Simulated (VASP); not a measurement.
# TiO2 (C2/c) in VASP: single point with LDA

Aim: the single point of TiO2 with LDA.

All numbers are computed with VASP 6.6.1; they aren't measurements. Logs are shortened: lines on timing, memory, paths and dates and some standing lists are left out, and cuts for length are marked.

## (1) The cell of the first run

The typed cell holds 6 atoms: a = 3.739 Å, b = 3.739 Å, c = 5.417 Å, α = 110.18°, β = 110.18°, γ = 90.00°.

## (2) Single point, LDA

File POSCAR:

```
TiO2
1.0
    2.6439701375     -2.6439844171     -0.0194578741
    2.6439701375      2.6439844171     -0.0194578741
   -2.6076204804      0.0000000000      4.7475905142
Ti O
2 4
Direct
    0.1250838984      0.8749161016      0.2500000000
    0.8749161016      0.1250838984      0.7500000000
    0.3329229651      0.0831208477      0.6659429271
    0.6670770349      0.9168791523      0.3340570729
    0.9168791523      0.6670770349      0.8340570729
    0.0831208477      0.3329229651      0.1659429271
```

File INCAR.step1:

```
PREC = Accurate
ENCUT = 520
EDIFF = 1E-6
ISMEAR = 0
SIGMA = 0.02
LREAL = F
LASPH = T
NELM = 60
ALGO = Normal
ISIF = 2
LWAVE = F
LCHARG = T
LMAXMIX = 4
NBANDS = 33
```

File KPOINTS.step1:

```
Automatic mesh
0
Gamma
  8 8 6
```

File INCAR.step2:

```
PREC = Accurate
ENCUT = 520
EDIFF = 1E-6
ISMEAR = -5
SIGMA = 0.02
LREAL = F
LASPH = T
NELM = 60
ALGO = Normal
ISIF = 2
LWAVE = F
LCHARG = F
LMAXMIX = 4
LORBIT = 11
NBANDS = 33
NEDOS = 1001
ICHARG = 11
```

File KPOINTS.step2:

```
Automatic mesh
0
Gamma
  12 12 9
```

Potentials or basis: VASP PAW LDA potentials, release 64 (Ti_sv, O).

On the command line:

```bash
$ cat potpaw_LDA.64/Ti_sv/POTCAR potpaw_LDA.64/O/POTCAR > POTCAR
$ cp INCAR.step1 INCAR
$ cp KPOINTS.step1 KPOINTS
$ mpirun -np 1 vasp_std > vasp.out
$ cp INCAR.step2 INCAR
$ cp KPOINTS.step2 KPOINTS
$ mpirun -np 1 vasp_std > vasp.out
```

OUTCAR:

```text
PREC = Accurate
   ENCUT = 520
   EDIFF = 1E-6
   ISMEAR = -5
   LREAL = F
   LASPH = T
   NELM = 60
   ISIF = 2
   LORBIT = 11
   ICHARG = 11

 ion  position               nearest neighbor table
   1  0.125  0.875  0.250-   4 1.91   6 1.91   6 1.91   4 1.91   3 1.97   5 1.97
   2  0.875  0.125  0.750-   5 1.91   3 1.91   5 1.91   3 1.91   6 1.97   4 1.97
   3  0.333  0.083  0.666-   2 1.91   2 1.91   1 1.97
   4  0.667  0.917  0.334-   1 1.91   1 1.91   2 1.97
   5  0.917  0.667  0.834-   2 1.91   2 1.91   1 1.97
   6  0.083  0.333  0.166-   1 1.91   1 1.91   2 1.97

  LATTYP: Found a base centered monoclinic cell.
 ALAT       =     5.2880834702
 B/A-ratio  =     0.9999783218
 C/A-ratio  =     1.0242985883
 COS(beta)  =    -0.4878520752

  Lattice vectors:

 A1 = (   2.6439701375,  -2.6439844171,  -0.0194578741)
 A2 = (   2.6439701375,   2.6439844171,  -0.0194578741)
 A3 = (  -2.6076204804,   0.0000000000,   4.7475905142)

Analysis of symmetry for initial positions (statically):
=====================================================================
 Subroutine PRICEL returns:
 Original cell was already a primitive cell.

 Routine SETGRP: Setting up the symmetry group for a
 base centered monoclinic supercell.

 Subroutine GETGRP returns: Found  4 space group operations
 (whereof  2 operations were pure point group operations)
 out of a pool of  4 trial point group operations.

The static configuration has the point symmetry S_2 .
 The point group associated with its full space group is C_2h.

Analysis of symmetry for dynamics (positions and initial velocities):
=====================================================================
 Subroutine PRICEL returns:
 Original cell was already a primitive cell.

 Routine SETGRP: Setting up the symmetry group for a
 base centered monoclinic supercell.

 Subroutine GETGRP returns: Found  4 space group operations
 (whereof  2 operations were pure point group operations)
 out of a pool of  4 trial point group operations.

The dynamic configuration has the point symmetry S_2 .
 The point group associated with its full space group is C_2h.

 Subroutine INISYM returns: Found  4 space group operations
 (whereof  2 operations are pure point group operations),
 and found     1 'primitive' translations

----------------------------------------------------------------------------------------

[... 108 lines left out ...]
   ISIF   =      2    stress and relaxation
   ISYM   =      2    0-nonsym 1-usesym 2-fastsym
   POTIM  = 0.5000    time-step for ionic-motion
   TEBEG  =    0.0;   TEEND  =   0.0 temperature during run
   PSTRESS=    0.0 pullay stress
   NELECT =      48.0000    total number of electrons
   NUPDOWN=      -1.0000    fix difference up-down
   EMIN   =  10.00;   EMAX   =-10.00  energy-range for DOS
   EFERMI =   0.00;   METHOD = LEGACY
   ISMEAR =    -5;   SIGMA  =   0.02  broadening in eV -4-tet -1-fermi 0-gaus
   EFERMI_NEDOS =   21; number of points for ismear=-14 and -15
   IALGO  =     38    algorithm
   IMIX   =      4    mixing-type and parameters
     AMIX     =   0.40;   BMIX     =  1.00
     AMIX_MAG =   1.60;   BMIX_MAG =  1.00
  volume/ion in A,a.u.               =      11.02        74.35
  Fermi-wavevector in a.u.,A,eV,Ry     =   1.471416  2.780572 29.457483  2.165064
  Thomas-Fermi vector in A             =   2.586554
   LORBIT       =     11    0 simple, 1 ext, 2 COOP (PROOUT), +10 PAW based schemes
   GGA     = CA    functional components
   LHFCALC =     F    Hartree Fock is set to
   AEXX    =    0.0000 exact exchange contribution
   IVDW    =     0    specifies the selected vdW correction
   LEPSILON=     F    determine dielectric tensor
   LRPA    =     F    only Hartree local field effects (RPA)
 non-spin polarized calculation
 Fermi weights with tetrahedron method with Bloechl corrections
  energy-cutoff  :      520.00
  volume of cell :       66.11
 maximum number of plane-waves:      1798

 number of electron      47.9999995 magnetization

 Free energy of the ion-electron system (eV)
  ---------------------------------------------------
  ext. energy  EPLUGINS =         0.00000000
  ---------------------------------------------------
  free energy    TOTEN  =       -58.83487295 eV

  energy without entropy =      -58.83487295  energy(sigma->0) =      -58.83487295

 E-fermi :   3.4143     XC(G=0): -11.4961

 val. band max:        3.3801026867   @ k =  -0.4167   0.4167   0.0000
 cond. band min:       5.4439529482   @ k =   0.0000   0.0000   0.0000
 fundamental gap:      2.0638502615
 Fermi energy:         3.4142623401

 k-point     1 :       0.0000    0.0000    0.0000
  band No.  band energies     occupation
      1     -52.1684      2.00000
      2     -52.0946      2.00000
      3     -29.0959      2.00000
      4     -28.8175      2.00000
      5     -28.8175      2.00000
      6     -28.7347      2.00000
[... 853 lines left out ...]
     32      10.2867      0.00000
     33      10.5773      0.00000

 [... further k-points ...]
[... 5 lines left out ...]
  --------------------------------------------------------------------------------------
  -------------------------------------------------------------------------------------
  Total        0.5387614      0.5394754      0.5192047      0.0000000      0.0000000     -0.0045722
  in kB       13.0571200     13.0744245     12.5831560      0.0000000      0.0000000     -0.1108092
  external PRESSURE =      12.9049002 kB  Pullay stress =       0.0000000 kB

 VOLUME and BASIS-vectors are now :
 -----------------------------------------------------------------------------
  energy-cutoff  :      520.00
  volume of cell :       66.11
      direct lattice vectors                 reciprocal lattice vectors
     2.643970138 -2.643984417 -0.019457874     0.189877056 -0.189108528  0.104290229
     2.643970138  2.643984417 -0.019457874     0.189877056  0.189108528  0.104290229
    -2.607620480  0.000000000  4.747590514     0.001556412  0.000000000  0.211488023

 POSITION                                       TOTAL-FORCE (eV/Angst)
 -----------------------------------------------------------------------------------
      1.99207      1.98254      1.16744         0.000000      0.000252      0.000000
      0.68825     -1.98254      3.54124         0.000000     -0.000252      0.000000
     -0.63652     -0.66047      3.15353        -0.000237     -0.000122      0.032913
      3.31684      0.66047      1.55515         0.000237      0.000122     -0.032913
      2.01303     -0.66047      3.92894         0.000237     -0.000122     -0.032913
      0.66729      0.66047      0.77973        -0.000237      0.000122      0.032913
 -----------------------------------------------------------------------------------
    total drift:                                0.000000     -0.000000     -0.000000

  FREE ENERGIE OF THE ION-ELECTRON SYSTEM (eV)
  ---------------------------------------------------
  free  energy   TOTEN  =       -58.8348729519 eV

  energy  without entropy=      -58.8348729519  energy(sigma->0) =      -58.83487295

 total charge

# of ion       s       p       d       tot
------------------------------------------
    1        2.238   6.329   1.820  10.387
    2        2.238   6.329   1.820  10.387
    3        1.563   3.499   0.000   5.062
    4        1.563   3.499   0.000   5.062
    5        1.563   3.499   0.000   5.062
    6        1.563   3.499   0.000   5.062
--------------------------------------------------
tot         10.727  26.654   3.640  41.021
```

OSZICAR.step1:

```text
N       E                     dE             d eps       ncg     rms          rms(c)
DAV:   1     0.655254515048E+03    0.65525E+03   -0.24517E+04  7524   0.171E+03
DAV:   2     0.258369092068E+02   -0.62942E+03   -0.58491E+03  8109   0.515E+02
DAV:   3    -0.693184886095E+02   -0.95155E+02   -0.93610E+02 10414   0.189E+02
DAV:   4    -0.751053399469E+02   -0.57869E+01   -0.57757E+01 11285   0.435E+01
DAV:   5    -0.753562733832E+02   -0.25093E+00   -0.25091E+00  9578   0.692E+00    0.337E+01
DAV:   6    -0.591347540105E+02    0.16222E+02   -0.75370E+01 10582   0.889E+01    0.111E+01
DAV:   7    -0.591071409616E+02    0.27613E-01   -0.14412E+01  9953   0.322E+01    0.101E+01
DAV:   8    -0.588542169473E+02    0.25292E+00   -0.71244E-01 10026   0.876E+00    0.510E+00
DAV:   9    -0.588574077318E+02   -0.31908E-02   -0.42305E-01 11167   0.590E+00    0.167E+00
DAV:  10    -0.588415093013E+02    0.15898E-01   -0.14760E-01 10502   0.475E+00    0.762E-01
DAV:  11    -0.588348514718E+02    0.66578E-02   -0.24318E-02 10358   0.109E+00    0.140E-01
DAV:  12    -0.588349534400E+02   -0.10197E-03   -0.15818E-03  8642   0.395E-01    0.981E-02
DAV:  13    -0.588349459107E+02    0.75293E-05   -0.53440E-04  9980   0.313E-01    0.672E-02
DAV:  14    -0.588348841590E+02    0.61752E-04   -0.17631E-04 10503   0.135E-01    0.747E-03
DAV:  15    -0.588348846994E+02   -0.54044E-06   -0.10370E-05  9298   0.278E-02    0.880E-03
DAV:  16    -0.588348846096E+02    0.89833E-07   -0.46592E-07  5874   0.842E-03
   1 F= -.58834885E+02 E0= -.58834885E+02  d E =-.634265E-27
```

It took 13 min on 1 thread of Intel Xeon Platinum 8259CL at 2.50GHz (Skylake/Cascade Lake), shared host; peak memory 0.61 GiB.

What came out:

```
Valence electrons inside the program's atomic spheres : Ti 10.39; O 5.06
```
